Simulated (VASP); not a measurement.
# Pt (Fm-3m) in VASP: notebook

Runs on Pt. Level: r2SCAN. Tasks: single point, relaxation of cell and atoms.

Everything below comes from runs of VASP 6.6.1. Logs are shortened: lines on timing, memory, paths and dates and some standing lists are left out, and cuts for length are marked.

## (1) The cell of the first run

The structure is cubic, space group Fm-3m (No. 225). Conventional cell: a = 3.938 Å, b = 3.938 Å, c = 3.938 Å, α = 90.00°, β = 90.00°, γ = 90.00°. Pt (site symmetry m-3m) has 12 Pt at 2.78 Å within 3.7 Å.

## (2) Single point, r2SCAN

POSCAR

```
Pt
1.0
    2.7846538886      0.0000000000      0.0000000000
    1.3923269443      2.4115810083      0.0000000000
    1.3923269443      0.8038603361      2.2736603791
Pt
1
Direct
    0.0000000000      0.0000000000      0.0000000000
```

INCAR.step1

```
SYSTEM = Pt
ALGO     = Normal         ! electronic algorithm
EDIFF    = 1E-4           ! SCF threshold, eV
ENCUT    = 520            ! plane-wave cutoff, eV
GGA      = PE             ! functional
ISMEAR   = 0              ! smearing method
LASPH    = .TRUE.         ! aspherical terms in the spheres
LCHARG   = .FALSE.        ! write CHGCAR
LREAL    = .FALSE.        ! projectors in reciprocal space
LWAVE    = .TRUE.         ! write WAVECAR
NBANDS   = 11             ! bands
NELM     = 80             ! most SCF steps
PREC     = Accurate       ! precision mode
SIGMA    = 0.05           ! smearing width, eV
```

INCAR.step2

```
SYSTEM = Pt
ALGO     = Normal         ! electronic algorithm
EDIFF    = 1E-6           ! SCF threshold, eV
ENCUT    = 520            ! plane-wave cutoff, eV
ISIF     = 2              ! what is computed and relaxed
ISMEAR   = 0              ! smearing method
ISTART   = 1            
LASPH    = .TRUE.         ! aspherical terms in the spheres
LCHARG   = .TRUE.         ! write CHGCAR
LELF     = .TRUE.         ! ELF
LMIXTAU  = .TRUE.       
LREAL    = .FALSE.        ! projectors in reciprocal space
LVHAR    = .TRUE.       
LWAVE    = .FALSE.        ! write WAVECAR
METAGGA  = R2SCAN         ! meta-GGA
NBANDS   = 11             ! bands
NELM     = 80             ! most SCF steps
PREC     = Accurate       ! precision mode
SIGMA    = 0.05           ! smearing width, eV
```

KPOINTS

```
k-points
0
G
  11 11 11
  0 0 0
```

Potentials or basis: VASP PAW PBE potentials, release 64 (Pt).

Run with:

```sh
cat potpaw_PBE.64/Pt/POTCAR > POTCAR
cp INCAR.step1 INCAR
mpirun -np 1 vasp_std > vasp.out
cp INCAR.step2 INCAR
mpirun -np 1 vasp_std > vasp.out
```

OUTCAR:

```text
SYSTEM = Pt
   EDIFF = 1E-6
   ENCUT = 520
   ISIF = 2
   ISMEAR = 0
   ISTART = 1
   LASPH = .TRUE.
   LREAL = .FALSE.
   METAGGA = R2SCAN
   NELM = 80
   PREC = Accurate

 ion  position               nearest neighbor table
   1  0.000  0.000  0.000-

  LATTYP: Found a face centered cubic cell.
 ALAT       =     3.9380952958

  Lattice vectors:

 A1 = (   2.7846538886,   0.0000000000,   0.0000000000)
 A2 = (   1.3923269443,   2.4115810083,   0.0000000000)
 A3 = (   1.3923269443,   0.8038603361,   2.2736603791)

Analysis of symmetry for initial positions (statically):
=====================================================================
 Subroutine PRICEL returns:
 Original cell was already a primitive cell.

 Routine SETGRP: Setting up the symmetry group for a
 face centered cubic supercell.

 Subroutine GETGRP returns: Found 48 space group operations
 (whereof 48 operations were pure point group operations)
 out of a pool of 48 trial point group operations.

The static configuration has the point symmetry O_h .

Analysis of symmetry for dynamics (positions and initial velocities):
=====================================================================
 Subroutine PRICEL returns:
 Original cell was already a primitive cell.

 Routine SETGRP: Setting up the symmetry group for a
 face centered cubic supercell.

 Subroutine GETGRP returns: Found 48 space group operations
 (whereof 48 operations were pure point group operations)
 out of a pool of 48 trial point group operations.

The dynamic configuration has the point symmetry O_h .

 Subroutine INISYM returns: Found 48 space group operations
 (whereof 48 operations are pure point group operations),
 and found     1 'primitive' translations

----------------------------------------------------------------------------------------

                                     Primitive cell

  volume of cell :      15.2686

  direct lattice vectors                    reciprocal lattice vectors
     2.784653889  0.000000000  0.000000000     0.359111057 -0.207332865 -0.146606475
     1.392326944  2.411581008  0.000000000     0.000000000  0.414665730 -0.146606475
     1.392326944  0.803860336  2.273660379     0.000000000  0.000000000  0.439819425

  length of vectors
     2.784653889  2.784653889  2.784653889     0.439819425  0.439819425  0.439819425

[... 76 lines left out ...]
   ENCUT  =  520.0 eV  38.22 Ry    6.18 a.u.   5.18  5.18  5.18*2*pi/ulx,y,z
   NELM   =     80;   NELMIN=  2; NELMDL=  0     # of ELM steps
   EDIFF  = 0.1E-05   stopping-criterion for ELM
   LREAL  =      F    real-space projection
   EDIFFG = 0.1E-04   stopping-criterion for IOM
   NSW    =      0    number of steps for IOM
   IBRION =     -1    ionic relax: 0-MD 1-quasi-New 2-CG
   NFREE  =      0    steps in history (QN), initial steepest desc. (CG)
   ISIF   =      2    stress and relaxation
   ISYM   =      2    0-nonsym 1-usesym 2-fastsym
   POTIM  = 0.5000    time-step for ionic-motion
   TEBEG  =    0.0;   TEEND  =   0.0 temperature during run
   PSTRESS=    0.0 pullay stress
   NELECT =      10.0000    total number of electrons
   NUPDOWN=      -1.0000    fix difference up-down
   EMIN   =  10.00;   EMAX   =-10.00  energy-range for DOS
   EFERMI =   0.00;   METHOD = LEGACY
   ISMEAR =     0;   SIGMA  =   0.05  broadening in eV -4-tet -1-fermi 0-gaus
   EFERMI_NEDOS =   21; number of points for ismear=-14 and -15
   IALGO  =     38    algorithm
   IMIX   =      4    mixing-type and parameters
     AMIX     =   0.40;   BMIX     =  1.00
     AMIX_MAG =   1.60;   BMIX_MAG =  1.00
  volume/ion in A,a.u.               =      15.27       103.04
  Fermi-wavevector in a.u.,A,eV,Ry     =   1.421702  2.686627 27.500597  2.021237
  Thomas-Fermi vector in A             =   2.542484
   LORBIT       =      0    0 simple, 1 ext, 2 COOP (PROOUT), +10 PAW based schemes
   METAGGA = R2SCAN    functional components
   LHFCALC =     F    Hartree Fock is set to
   AEXX    =    0.0000 exact exchange contribution
   IVDW    =     0    specifies the selected vdW correction
   LEPSILON=     F    determine dielectric tensor
   LRPA    =     F    only Hartree local field effects (RPA)
 non-spin polarized calculation
 Gauss-broadening in eV      SIGMA  =   0.05
  energy-cutoff  :      520.00
  volume of cell :       15.27
 maximum number of plane-waves:       420
 NGX is ok and might be reduce to    24
   NGX = 11   NGY = 11   NGZ = 11

 number of electron      10.0000000 magnetization

 Free energy of the ion-electron system (eV)
  ---------------------------------------------------
  ext. energy  EPLUGINS =         0.00000000
  ---------------------------------------------------
  free energy    TOTEN  =       -51.50662787 eV

  energy without entropy =      -51.50332230  energy(sigma->0) =      -51.50497508

 E-fermi :  10.7097     XC(G=0): -14.5538

 val. band max:       10.7057766273   @ k =   0.4545   0.0000   0.0000
 cond. band min:      10.7245253512   @ k =  -0.3636   0.3636   0.0909
 fundamental gap:      0.0187487240
 Fermi energy:        10.7097122754

 k-point     1 :       0.0000    0.0000    0.0000
  band No.  band energies     occupation
      1       0.4225      2.00000
      2       6.9268      2.00000
      3       6.9268      2.00000
      4       6.9268      2.00000
      5       9.0442      2.00000
      6       9.0442      2.00000
      7      26.2961      0.00000
      8      31.3971      0.00000
      9      31.3971      0.00000
     10      31.3971      0.00000
     11      37.2340      0.00000
[... 309 lines left out ...]
 k-point    24 :      -0.1818    0.1818    0.0000
  band No.  band energies     occupation
      1       3.4357      2.00000
      2       6.0024      2.00000
      3       7.1201      2.00000
      4       8.1285      2.00000
      5       8.1289      2.00000
      6      10.6698      1.74069
      7      24.9623      0.00000
      8      27.4232      0.00000
      9      30.7905      0.00000
     10      31.9723      0.00000
     11      36.4366      0.00000

 [... further k-points ...]
[... 5 lines left out ...]
  --------------------------------------------------------------------------------------
  -------------------------------------------------------------------------------------
  Total        0.0652838      0.0652838      0.0652838     -0.0000000     -0.0000000      0.0000000
  in kB        6.8504176      6.8504176      6.8504176     -0.0000000     -0.0000000      0.0000000
  external PRESSURE =       6.8504176 kB  Pullay stress =       0.0000000 kB

 VOLUME and BASIS-vectors are now :
 -----------------------------------------------------------------------------
  energy-cutoff  :      520.00
  volume of cell :       15.27
      direct lattice vectors                 reciprocal lattice vectors
     2.784653889  0.000000000  0.000000000     0.359111057 -0.207332865 -0.146606475
     1.392326944  2.411581008  0.000000000     0.000000000  0.414665730 -0.146606475
     1.392326944  0.803860336  2.273660379     0.000000000  0.000000000  0.439819425

 POSITION                                       TOTAL-FORCE (eV/Angst)
 -----------------------------------------------------------------------------------
      0.00000      0.00000      0.00000        -0.000000      0.000000      0.000000
 -----------------------------------------------------------------------------------
    total drift:                                0.000000     -0.000000      0.000000

  FREE ENERGIE OF THE ION-ELECTRON SYSTEM (eV)
  ---------------------------------------------------
  free  energy   TOTEN  =       -51.5066278694 eV

  energy  without entropy=      -51.5033222984  energy(sigma->0) =      -51.50497508
```

It took 30 s on 1 thread of Intel Xeon 6975P-C, shared host; peak memory 0.15 GiB.

What came out:

```
Free energy            : -51.5066 eV
Pressure               : 0.7 GPa
Band gap on the k mesh : zero (band 5 reaches 11.18 eV, above the bottom of band 6 at 8.97 eV)
```

Caveat: the PAW data sets were made with another functional, which shifts forces and pressure a little; spin-orbit coupling is left out, which moves the levels of the heavy elements.

## (3) Relaxation of cell and atoms, r2SCAN

This run uses another cell than the first one, of 15.08 Å³/atom, 0.988 times its volume.

POSCAR

```
Pt
1.0
    2.7731310000      0.0000000000      0.0000000000
    1.3865655000      2.4016018940      0.0000000000
    1.3865655000      0.8005339647      2.2642519800
Pt
1
Direct
    0.0000000000      0.0000000000      0.0000000000
```

INCAR.step1

```
  PREC = Accurate
  ENCUT = 600
  ISMEAR = 0
  SIGMA = 0.05
  LREAL = False
  LASPH = True
  NELM = 80
  GGA = PE
  ALGO = Normal
  EDIFF = 1E-4
  LWAVE = True
  LCHARG = False
```

INCAR.step2

```
  PREC = Accurate
  ENCUT = 600
  EDIFF = 1E-6
  ISMEAR = 0
  SIGMA = 0.05
  LREAL = False
  LASPH = True
  NELM = 80
  ALGO = Normal
  ISIF = 3
  LWAVE = False
  LCHARG = False
  METAGGA = R2SCAN
  LMIXTAU = True
  IBRION = 2
  NSW = 80
  EDIFFG = -0.02
  ISTART = 1
```

KPOINTS

```
regular mesh
0
Gamma
  11 11 11
```

Potentials or basis: VASP PAW PBE potentials, release 64 (Pt).

Run with:

```sh
cat potpaw_PBE.64/Pt/POTCAR > POTCAR
cp INCAR.step1 INCAR
mpirun -np 1 vasp_std > vasp.out
cp INCAR.step2 INCAR
mpirun -np 1 vasp_std > vasp.out
```

Run time: 74 s. Hardware: 1 thread of Intel Xeon 6975P-C, shared host; peak memory 0.16 GiB.

It converged, with:

| Item | Value |
| --- | --- |
| Free energy | -51.5058 eV |
| Relaxed volume | 15.31 Å³/atom |
| Relaxed cell | a = 2.787 Å, b = 2.787 Å, c = 2.787 Å, α = 60.00°, β = 60.00°, γ = 60.00° |
| Space group after relaxing (to 0.05 Å) | Fm-3m (No. 225) |
| Energy gained by relaxing | 3.0 meV/atom |
| Ionic steps | 3 |
| Pressure after relaxing | -0.1 GPa |
| Band gap on the k mesh | zero (band 5 reaches 11.12 eV, above the bottom of band 6 at 8.92 eV) |

Step by step:
| step | energy change (eV) | largest force (eV/Å) | pressure (GPa) | volume (Å³) |
| --- | --- | --- | --- | --- |
| 1 | 0.0000 | 0.0000 | 4.35 | 15.08 |
| 2 | 0.0209 | 0.0000 | -10.70 | 15.99 |
| 3 | -0.0030 | 0.0000 | -0.06 | 15.31 |

Final structure:
```cif
data_structure
_symmetry_space_group_name_H-M 'P 1'
_symmetry_Int_Tables_number 1
_cell_length_a 2.7873
_cell_length_b 2.7873
_cell_length_c 2.7873
_cell_angle_alpha 60.000
_cell_angle_beta 60.000
_cell_angle_gamma 60.000
_cell_volume 15.31
loop_
_atom_site_label
_atom_site_type_symbol
_atom_site_fract_x
_atom_site_fract_y
_atom_site_fract_z
_atom_site_occupancy
Pt1 Pt 0.00000 0.00000 0.00000 1
```

Levels at points of the mesh, in eV from the Fermi level:
```csv
k point,band 2,band 3,band 4,band 5,band 6,band 7,band 8,band 9
"(0.00, 0.00, 0.00)",-3.77,-3.77,-3.77,-1.66,-1.66,15.59,20.68,20.68
```

Caveat: the PAW data sets were made with another functional, which shifts forces and pressure a little; spin-orbit coupling is left out, which moves the levels of the heavy elements. Zero-point motion and thermal expansion aren't in these numbers.
